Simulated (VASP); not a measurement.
# Al2H (P-1) in VASP: a series of runs

The runs below take Al2H through single point, relaxation of cell and atoms, with PBE.

All numbers are computed with VASP 6.6.1; they aren't measurements. Logs are shortened: lines on timing, memory, paths and dates and some standing lists are left out, and cuts for length are marked.

### Step 1. The cell of the first run

The typed cell holds 6 atoms: a = 3.398 Å, b = 5.589 Å, c = 5.106 Å, α = 108.88°, β = 92.43°, γ = 103.46°.

The cell was built from a structure type or drawn by symmetry, and may not be a known phase.

### Step 2. Single point, PBE

INCAR

```
SYSTEM = Al2H
PREC     = Accurate       ! precision mode
ENCUT    = 520            ! plane-wave cutoff, eV
EDIFF    = 1E-7           ! SCF threshold, eV
ISMEAR   = 0              ! smearing method
SIGMA    = 0.1            ! smearing width, eV
LREAL    = .FALSE.        ! projectors in reciprocal space
LASPH    = .TRUE.         ! aspherical terms in the spheres
NELM     = 80             ! most SCF steps
ALGO     = Normal         ! electronic algorithm
ISIF     = 2              ! what is computed and relaxed
LWAVE    = .FALSE.        ! write WAVECAR
LCHARG   = .FALSE.        ! write CHGCAR
GGA      = PE             ! functional
NBANDS   = 16             ! bands
```

KPOINTS

```
regular mesh
0
G
  6 4 4
  0 0 0
```

POSCAR

```
Al2H
1.0
    3.3867033259     -0.2045685304      0.1858490695
   -0.9707799231      5.5034954331     -0.0402251909
   -0.5839056628     -1.7457665580      4.7623763668
Al H
4 2
Direct
    0.0000000000      0.0000000000      0.0000000000
    0.3648014935      0.7129109071      0.5763424737
    0.6351985065      0.2870890929      0.4236575263
    0.5000000000      0.5000000000      0.0000000000
    0.5000000000      0.0000000000      0.5000000000
    0.0000000000      0.5000000000      0.0000000000
```

Potentials or basis: VASP PAW PBE potentials, release 64 (Al, H).

On the command line:

```console
$ cat potpaw_PBE.64/Al/POTCAR potpaw_PBE.64/H/POTCAR > POTCAR
$ mpirun -np 1 vasp_std > vasp.out
```

OUTCAR:

```text
SYSTEM = Al2H
   PREC = Accurate
   ENCUT = 520
   EDIFF = 1E-7
   ISMEAR = 0
   LREAL = .FALSE.
   LASPH = .TRUE.
   NELM = 80
   ISIF = 2
   GGA = PE

 ion  position               nearest neighbor table
   1  0.000  0.000  0.000-   3 2.77   2 2.77   3 2.77   2 2.77   4 2.91   4 2.91
   2  0.365  0.713  0.576-   5 1.74   3 2.64   1 2.77   1 2.77   4 2.85   3 2.88   4 2.90
   3  0.635  0.287  0.424-   5 1.74   2 2.64   1 2.77   1 2.77   4 2.85   2 2.88   4 2.90
   4  0.500  0.500  0.000-   6 1.70   6 1.70   2 2.85   3 2.85   3 2.90   2 2.90   1 2.91   1 2.91

   5  0.500  0.000  0.500-   2 1.74   3 1.74
   6  0.000  0.500  0.000-   4 1.70   4 1.70

  LATTYP: Found a triclinic cell.
 ALAT       =     5.8255058598
 B/A-ratio  =     1.8955961067
 C/A-ratio  =     1.8707109277
 COS(alpha) =     0.0103745266
 COS(beta)  =     0.4262518531
 COS(gamma) =     0.9001282899

  Lattice vectors:

 A1 = (   2.4159234028,   5.2989269027,   0.1456238786)
 A2 = (   4.2479411428,   8.8520872474,   5.0536241240)
 A3 = (   4.5545146515,   3.2869645856,  -9.3389036641)

Analysis of symmetry for initial positions (statically):
=====================================================================
 Subroutine PRICEL returns:
 Original cell was already a primitive cell.

 Routine SETGRP: Setting up the symmetry group for a
 triclinic supercell.

 Subroutine GETGRP returns: Found  2 space group operations
 (whereof  2 operations were pure point group operations)
 out of a pool of  2 trial point group operations.

The static configuration has the point symmetry S_2 .

Analysis of symmetry for dynamics (positions and initial velocities):
=====================================================================
 Subroutine PRICEL returns:
 Original cell was already a primitive cell.

 Routine SETGRP: Setting up the symmetry group for a
 triclinic supercell.

 Subroutine GETGRP returns: Found  2 space group operations
 (whereof  2 operations were pure point group operations)
 out of a pool of  2 trial point group operations.

The dynamic configuration has the point symmetry S_2 .

 Subroutine INISYM returns: Found  2 space group operations
 (whereof  2 operations are pure point group operations),
 and found     1 'primitive' translations

----------------------------------------------------------------------------------------

                                     Primitive cell

  volume of cell :      88.4883

  direct lattice vectors                    reciprocal lattice vectors
     3.386703326 -0.204568530  0.185849069     0.295400434  0.052512086  0.055468071
    -0.970779923  5.503495433 -0.040225191     0.007343151  0.183496209  0.068165392
    -0.583905663 -1.745766558  4.762376367    -0.011465813 -0.000499363  0.208390350

  length of vectors
     3.397962268  5.588603914  5.105768831     0.305115785  0.195885940  0.208706138

  position of ions in fractional coordinates (direct lattice)
     0.000000000  0.000000000  0.000000000
     0.364801494  0.712910907  0.576342474
     0.635198506  0.287089093  0.423657526
     0.500000000  0.500000000  0.000000000
     0.500000000  0.000000000  0.500000000
     1.000000000  0.500000000  1.000000000

  ion indices of the primitive-cell ions
   primitive index   ion index
                 1           1
                 2           2
                 3           3
                 4           4
                 5           5
                 6           6

----------------------------------------------------------------------------------------

 KPOINTS: regular mesh

Automatic generation of k-mesh.
 Grid dimensions read from file:
 generate k-points for:    6    4    4

 Generating k-lattice:

  Cartesian coordinates                     Fractional coordinates (reciprocal lattice)
     0.049233406  0.008752014  0.009244678     0.166666667 -0.000000000  0.000000000
     0.001835788  0.045874052  0.017041348     0.000000000  0.250000000  0.000000000
    -0.002866453 -0.000124841  0.052097587     0.000000000 -0.000000000  0.250000000

  Length of vectors
     0.050852631  0.048971485  0.052176535

  Shift w.r.t. Gamma in fractional coordinates (k-lattice)
     0.000000000  0.000000000  0.000000000

 Subroutine IBZKPT returns following result:
 ===========================================

 Found     52 irreducible k-points:

 Following reciprocal coordinates:
            Coordinates               Weight
  0.000000  0.000000  0.000000      1.000000
  0.166667 -0.000000  0.000000      2.000000
  0.333333 -0.000000  0.000000      2.000000
  0.500000 -0.000000 -0.000000      1.000000
  0.000000  0.250000  0.000000      2.000000
  0.166667  0.250000  0.000000      2.000000
[... 16 lines left out ...]
  0.333333  0.250000  0.250000      2.000000
  0.500000  0.250000  0.250000      2.000000
 [... further k-points ...]
   k-points           NKPTS =     52   k-points in BZ     NKDIM =     52   number of bands    NBANDS=     16
[... 78 lines left out ...]
      4       1.2658      2.00000
      5       1.6412      2.00000
      6       2.7647      2.00000
[... 8 lines left out ...]
     15      12.8933      0.00000
     16      13.3104      0.00000

 k-point     2 :       0.1667   -0.0000    0.0000
  band No.  band energies     occupation
      1      -4.5854      2.00000
      2      -0.8957      2.00000
      3       0.8944      2.00000
      4       1.7275      2.00000
      5       2.0486      2.00000
      6       3.1521      2.00000
[... 8 lines left out ...]
     15      12.5005      0.00000
     16      13.3912      0.00000

 k-point     3 :       0.3333   -0.0000    0.0000
  band No.  band energies     occupation
      1      -3.5302      2.00000
      2      -0.7362      2.00000
      3       1.1146      2.00000
      4       1.8251      2.00000
      5       2.3698      2.00000
      6       3.6315      2.00000
[... 8 lines left out ...]
     15      10.8992      0.00000
     16      12.5873      0.00000

 k-point     4 :       0.5000   -0.0000   -0.0000
  band No.  band energies     occupation
      1      -2.0803      2.00000
      2      -1.7326      2.00000
      3       0.9755      2.00000
      4       1.5818      2.00000
      5       2.9098      2.00000
      6       3.2320      2.00000
[... 8 lines left out ...]
     15      11.1226      0.00000
     16      11.3058      0.00000

 k-point     5 :       0.0000    0.2500    0.0000
  band No.  band energies     occupation
      1      -4.6286      2.00000
      2      -2.0339      2.00000
      3       0.1528      2.00000
      4       0.9714      2.00000
      5       2.9925      2.00000
      6       4.0068      2.00000
[... 8 lines left out ...]
     15      13.1253      0.00000
     16      13.5427      0.00000

 k-point     6 :       0.1667    0.2500    0.0000
  band No.  band energies     occupation
      1      -4.1078      2.00000
      2      -2.1519      2.00000
      3       0.2628      2.00000
      4       1.1070      2.00000
      5       3.5630      2.00000
      6       4.3083      2.00000
[... 8 lines left out ...]
     15      11.6769      0.00000
     16      12.2652      0.00000
[... 267 lines left out ...]
 k-point    21 :       0.0000    0.2500    0.2500
  band No.  band energies     occupation
      1      -4.0643      2.00000
      2      -2.3192      2.00000
      3      -1.8051      2.00000
      4       1.9334      2.00000
      5       4.3506      2.00000
      6       4.4220      2.00000
[... 8 lines left out ...]
     15      12.0436      0.00000
     16      12.7276      0.00000

 k-point    22 :       0.1667    0.2500    0.2500
  band No.  band energies     occupation
      1      -3.4973      2.00000
      2      -2.3111      2.00000
      3      -1.6269      2.00000
      4       2.1030      2.00000
      5       3.8927      2.00000
      6       4.4428      2.00000
[... 8 lines left out ...]
     15      12.1030      0.00000
     16      12.4476      0.00000

 k-point    23 :       0.3333    0.2500    0.2500
  band No.  band energies     occupation
      1      -2.3310      2.00000
      2      -1.7664      2.00000
      3      -0.8332      2.00000
      4       1.4291      2.00000
      5       2.3127      2.00000
      6       4.4322      2.00000
[... 8 lines left out ...]
     15      11.1392      0.00000
     16      11.9332      0.00000

 k-point    24 :       0.5000    0.2500    0.2500
  band No.  band energies     occupation
      1      -1.9425      2.00000
      2      -0.7752      2.00000
      3      -0.1663      2.00000
      4       1.1890      2.00000
      5       2.2235      2.00000
      6       2.4787      2.00000
[... 8 lines left out ...]
     15      11.2158      0.00000
     16      12.0815      0.00000

 [... further k-points ...]

------------------------ aborting loop because EDIFF is reached ----------------------------------------

  FORCE on cell =-STRESS in cart. coord.  units (eV):
  Direction    XX          YY          ZZ          XY          YZ          ZX
  --------------------------------------------------------------------------------------
  -------------------------------------------------------------------------------------
  Total       -0.0385673     -0.0312634     -0.2160737     -0.0828931      0.0146963     -0.0284000
  in kB       -0.6983036     -0.5660571     -3.9122486     -1.5008698      0.2660931     -0.5142131
  external PRESSURE =      -1.7255364 kB  Pullay stress =       0.0000000 kB

 VOLUME and BASIS-vectors are now :
 -----------------------------------------------------------------------------
  energy-cutoff  :      520.00
  volume of cell :       88.49
      direct lattice vectors                 reciprocal lattice vectors
     3.386703326 -0.204568530  0.185849069     0.295400434  0.052512086  0.055468071
    -0.970779923  5.503495433 -0.040225191     0.007343151  0.183496209  0.068165392
    -0.583905663 -1.745766558  4.762376367    -0.011465813 -0.000499363  0.208390350

 POSITION                                       TOTAL-FORCE (eV/Angst)
 -----------------------------------------------------------------------------------
      0.00000      0.00000      0.00000         0.000000      0.000000      0.000000
      0.20687      2.84272      2.78388         0.001733      0.005685      0.007253
      1.62515      0.71044      2.12412        -0.001733     -0.005685     -0.007253
      1.20796      2.64946      0.07281         0.000000      0.000000      0.000000
      1.40140     -0.97517      2.47411         0.000000      0.000000     -0.000000
     -0.48539      2.75175     -0.02011        -0.000000      0.000000      0.000000
 -----------------------------------------------------------------------------------
    total drift:                               -0.000000     -0.000000      0.000000

  FREE ENERGIE OF THE ION-ELECTRON SYSTEM (eV)
  ---------------------------------------------------
  free  energy   TOTEN  =       -19.6095942390 eV

  energy  without entropy=      -19.6050416964  energy(sigma->0) =      -19.60731797
```

Wall time 35 s (1 thread of AMD EPYC 9R45 (Zen 5), shared host); peak memory 0.2 GiB.

What came out:

* Free energy: -19.6096 eV
* Pressure: -0.2 GPa
* Largest force: 0.009 eV/Å
* Band gap on the k mesh: zero (bands 7 and 8 overlap by 2.66 eV)

Forces on the atoms (eV/Å):
```
Al   0.000  0.000  0.000
Al   0.002  0.006  0.007
Al  -0.002 -0.006 -0.007
Al   0.000  0.000  0.000
H    0.000  0.000  0.000
H    0.000  0.000  0.000
```

### Step 3. Relaxation of cell and atoms, PBE

This run uses another cell than the first one, of 11.75 Å³/atom.

INCAR

```
ALGO = Normal ; EDIFF = 1E-6
EDIFFG = -0.04 ; ENCUT = 600
GGA = PE ; IBRION = 2
ISIF = 3 ; ISMEAR = 0
LASPH = True ; LCHARG = False
LREAL = False ; LWAVE = False
NELM = 60 ; NSW = 90
PREC = Accurate ; SIGMA = 0.1
```

KPOINTS

```
k-points
0
Gamma
  6 4 4
```

POSCAR

```
Al2H
1.0
    2.8634675600      0.0000000000      0.0000000000
   -0.5175530200      5.0203141300      0.0000000000
   -0.8628084100     -1.6539223700      4.9058126700
Al H
4 2
Direct
    0.0000000000      0.0000000000      0.0000000000
    0.4306173300      0.8249786200      0.6809975900
    0.5693826700      0.1750213800      0.3190024100
    0.5000000000      0.5000000000      0.0000000000
    0.5000000000      0.0000000000      0.5000000000
    0.0000000000      0.5000000000      0.0000000000
```

Potentials or basis: VASP PAW PBE potentials, release 64 (Al, H).

On the command line:

```console
$ cat potpaw_PBE.64/Al/POTCAR potpaw_PBE.64/H/POTCAR > POTCAR
$ mpirun -np 1 vasp_std > vasp.out
```

Wall time 11 min (1 thread of AMD EPYC 9R45 (Zen 5), shared host); peak memory 0.18 GiB.

Results (log left out):

```
Free energy                           : -20.2802 eV
Relaxed volume                        : 12.82 Å³/atom
Relaxed cell                          : a = 4.047 Å, b = 4.140 Å, c = 6.033 Å, α = 119.08°, β = 117.60°, γ = 85.34°
Space group after relaxing (to 0.1 Å) : C2/m (No. 12)
Energy gained by relaxing             : 1076.8 meV/atom
Ionic steps                           : 72
Pressure after relaxing               : 0.0 GPa
Largest force after relaxing          : 0.033 eV/Å
Band gap on the k mesh                : zero (bands 7 and 8 overlap by 3.48 eV)
```

Forces on the atoms (eV/Å):
```
Al   0.000  0.000  0.000
Al  -0.011  0.000  0.032
Al   0.011  0.000 -0.032
Al   0.000  0.000  0.000
H    0.000  0.000  0.000
H    0.000  0.000  0.000
```

Stress tensor (GPa, compression positive):
```
 0.24  0.44 -0.14
 0.44 -0.10 -0.03
-0.14 -0.03  0.02
```

The path:
```tsv
step	energy change (eV)	largest force (eV/Å)	pressure (GPa)	volume (Å³)
1	0.0000	7.5043	44.83	70.52
3	-5.0512	1.8280	-0.48	96.85
5	-5.0603	1.7899	-1.38	98.47
7	-5.5611	0.3846	-2.03	95.75
9	-5.6734	0.4944	0.69	90.62
11	-5.7418	0.2901	0.11	91.30
13	-5.7839	0.1349	-0.78	92.36
15	-5.8056	0.1526	-1.42	93.17
17	-5.8361	0.2200	-0.30	90.93
19	-5.8413	0.2646	0.23	89.99
21	-5.9291	0.3194	1.03	88.08
23	-5.9409	0.4446	1.50	87.27
25	-5.9556	0.5327	1.85	86.64
27	-5.9874	0.4241	1.17	87.06
29	-6.0433	0.1380	-1.54	89.85
31	-6.0861	0.2264	-0.27	87.32
33	-6.1022	0.3752	0.71	85.55
35	-6.1436	0.3921	0.47	84.56
37	-6.1861	0.7416	1.02	78.80
39	-6.2084	0.6695	0.75	80.25
41	-6.2544	0.5072	-0.69	80.04
43	-6.3394	0.2290	0.60	78.23
45	-6.3586	0.1915	0.19	78.54
47	-6.3919	0.0718	-0.68	79.01
49	-6.4025	0.1188	-0.14	78.04
51	-6.4095	0.1613	0.91	76.56
53	-6.4178	0.1223	0.25	76.72
55	-6.4240	0.0505	-0.36	77.32
57	-6.4342	0.1012	0.51	76.38
59	-6.4421	0.1417	1.16	75.72
61	-6.4444	0.1672	1.61	75.31
63	-6.4444	0.1672	1.80	75.20
65	-6.4473	0.1604	1.59	75.36
67	-6.4565	0.1021	0.64	76.23
69	-6.4591	0.0695	-0.19	77.04
71	-6.4607	0.0492	-0.10	76.99
72	-6.4606	0.0334	0.05	76.91
```

Final structure:
```
CELL_PARAMETERS angstrom
4.00019 0.45427 -0.41169
-0.17950 4.10251 -0.52567
-2.02571 -2.38696 5.15669
ATOMIC_POSITIONS crystal
Al 0.00000 0.00000 0.00000
Al 0.25427 0.75201 0.55600
Al 0.74573 0.24799 0.44400
Al 0.50000 0.50000 0.00000
H 0.50000 0.00000 0.50000
H 0.00000 0.50000 0.00000
```

Levels at points of the mesh, in eV from the Fermi level:
| k point | band 4 | band 5 | band 6 | band 7 | band 8 | band 9 | band 10 | band 11 |
| --- | --- | --- | --- | --- | --- | --- | --- | --- |
| (0.00, 0.00, 0.00) | -3.34 | -1.78 | -1.14 | -1.11 | -0.64 | 1.09 | 1.66 | 1.83 |
| (0.50, 0.00, 0.00) | -5.63 | -1.63 | -1.57 | 0.61 | 1.33 | 2.29 | 3.14 | 3.61 |
| (0.00, 0.50, 0.00) | -5.80 | -1.36 | -1.30 | 0.70 | 1.63 | 2.49 | 3.30 | 4.04 |
| (0.50, 0.50, 0.00) | -5.63 | -5.50 | -3.26 | -1.41 | 0.75 | 0.94 | 1.36 | 4.70 |
| (0.00, 0.00, 0.50) | -3.03 | -1.98 | -0.79 | 0.38 | 1.82 | 2.51 | 3.78 | 3.87 |
| (0.50, 0.00, 0.50) | -3.60 | -1.01 | -0.73 | 0.31 | 0.34 | 0.91 | 1.37 | 1.64 |
| (0.00, 0.50, 0.50) | -3.57 | -0.93 | -0.55 | 0.44 | 0.49 | 1.22 | 1.29 | 2.25 |
| (0.50, 0.50, 0.50) | -5.26 | -3.91 | -3.72 | -2.13 | -2.10 | 1.97 | 2.01 | 6.58 |

Caveat: the k points lie up to 0.44 Å⁻¹ apart in the final cell, too coarse for converged energies and pressures of a metal; a cell axis changed by over 15 % at a fixed basis, so the end point is rough.

### Step 4. Single point, PBE

This run uses another cell than the first one, of 14.62 Å³/atom.

INCAR

```
PREC = Accurate
ENCUT = 520
EDIFF = 1E-6
ISMEAR = 0
SIGMA = 0.1
LREAL = F
LASPH = T
NELM = 80
ALGO = Normal
ISIF = 2
LWAVE = F
LCHARG = T
GGA = PE
LELF = T
LVHAR = T
NBANDS = 16
```

KPOINTS

```
regular mesh
0
Gamma
  12 8 8
```

POSCAR

```
Al2H
1.0
    3.3701362349     -0.0127094612     -0.0023370298
   -0.2337032937      5.0016458273      0.0356078494
   -1.2869723841     -1.7880365242      5.1915200353
Al H
4 2
Direct
    0.0000000000      0.0000000000      0.0000000000
    0.6411626566      0.4292509567      0.2900779816
    0.3588373434      0.5707490433      0.7099220184
    0.5000000000      0.0000000000      0.5000000000
    0.5000000000      0.5000000000      0.0000000000
    0.0000000000      0.0000000000      0.5000000000
```

On the command line:

```console
$ cat potpaw_PBE.64/Al/POTCAR potpaw_PBE.64/H/POTCAR > POTCAR
$ mpirun -np 1 vasp_std > vasp.out
```

Run time: 3.2 min. Hardware: 1 thread of AMD EPYC 9R45 (Zen 5), shared host; peak memory 0.49 GiB.

The run converged. Its results:

```
Free energy            : -19.5993 eV
Pressure               : -0.1 GPa
Largest force          : 0.003 eV/Å
Band gap on the k mesh : zero (bands 7 and 8 overlap by 2.87 eV)
```

Forces in eV/Å, atoms in the order of the input:
```
Al   0.000  0.000  0.000
Al  -0.002 -0.002 -0.002
Al   0.002  0.002  0.002
Al   0.000  0.000  0.000
H    0.000  0.000  0.000
H    0.000  0.000  0.000
```

Levels at points of the mesh, in eV from the Fermi level:
```csv
k point,band 4,band 5,band 6,band 7,band 8,band 9,band 10,band 11
"(0.00, 0.00, 0.00)",-4.15,-3.60,-2.77,-1.54,2.35,3.26,4.05,4.19
"(0.50, 0.00, 0.00)",-3.86,-2.45,-2.05,-0.49,-0.02,0.46,0.79,1.99
"(0.00, 0.50, 0.00)",-5.32,-1.91,-0.82,1.52,1.56,3.25,4.20,4.63
"(0.50, 0.50, 0.00)",-4.25,-3.98,-2.33,-2.29,0.03,0.13,0.80,4.17
"(0.00, 0.00, 0.50)",-4.77,-1.06,-0.95,0.72,2.05,2.42,2.45,2.73
"(0.50, 0.00, 0.50)",-3.71,-2.48,-2.13,-0.40,0.43,0.56,0.96,1.46
"(0.00, 0.50, 0.50)",-5.51,-1.34,0.73,1.57,2.25,3.10,3.83,4.18
"(0.50, 0.50, 0.50)",-4.92,-4.05,-3.18,-1.07,-0.84,1.02,1.54,3.79
```

### Step 5. Summary

```tsv
task	cell	k mesh	cutoff (eV)	gap on the mesh (eV)	pressure (GPa)	largest force (eV/Å)
single point	a = 3.398, b = 5.589, c = 5.106 Å, angles 108.9, 92.4, 103.5°, 6 atoms, atomic positions A	6 × 4 × 4	520	none	-0.2	0.01
relaxation of cell and atoms	relaxed from a = 2.863, b = 5.047, c = 5.249 Å, angles 107.3, 99.5, 95.9°, 6 atoms, atomic positions B	6 × 4 × 4	600	none	0.0	0.03
single point	a = 3.370, b = 5.007, c = 5.640 Å, angles 107.4, 103.2, 92.9°, 6 atoms, atomic positions C	12 × 8 × 8	520	none	-0.1	-
```

Alike in all rows: level PBE; potentials or basis VASP PAW PBE potentials, release 64 (Al, H); no spin polarisation; smearing gaussian 0.1 eV.

Caveats: some runs use coarse meshes; a cell axis changed by over 15 % at a fixed basis, so the end point is rough (at least some runs).

Total energies depend on the potentials used, so only differences within one code and one set of settings carry meaning.
